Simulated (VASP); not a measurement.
**BAs: single point with PBE**

Crystal: BAs.

```
B As
1.0
     0.00000    2.38012    2.38012
     2.38012    0.00000    2.38012
     2.38012    2.38012    0.00000
B As
1 1
Direct
  0.00000 0.00000 0.00000
  0.25000 0.25000 0.25000
```

This cell differs from its parent crystal: volume scaled by 0.97.

| Property | Result |
| --- | --- |
| Program | VASP 6.6.1 |
| Task | single point |
| Functional | PBE |
| Potentials or basis | VASP PAW PBE potentials, release 64 (B, As) |
| Cutoff | 520 eV |
| k mesh | 10 × 10 × 10 |
| Occupations | gaussian, width 0.02 eV |
| Spin | no spin polarisation |
| Dipole correction | no |
| Further INCAR settings | ALGO = Normal; EDIFF = 1e-06; NBANDS = 11 |

The pressure is 5.0 GPa and the band gap on the k mesh is 1.16 eV, indirect (least direct gap 3.29 eV).

Levels at points of the mesh, in eV from the valence-band top:
```csv
k point,band 1,band 2,band 3,band 4,band 5,band 6,band 7,band 8,band 9
"(0.00, 0.00, 0.00)",-15.50,0.00,0.00,0.00,3.29,3.29,3.29,4.82,9.63
"(0.50, 0.00, 0.00)",-12.59,-8.87,-1.84,-1.84,2.75,4.79,4.79,8.89,12.79
"(0.50, 0.50, 0.00)",-11.25,-8.59,-4.12,-4.12,1.41,1.43,11.47,11.47,12.96
```

Run time: 16 s on 1 thread of Intel(R) Xeon(R) Platinum 8259CL CPU @ 2.50GHz (Skylake/Cascade Lake), on a shared host, peak memory 0.16 GiB.

 A k mesh can miss the band edges.
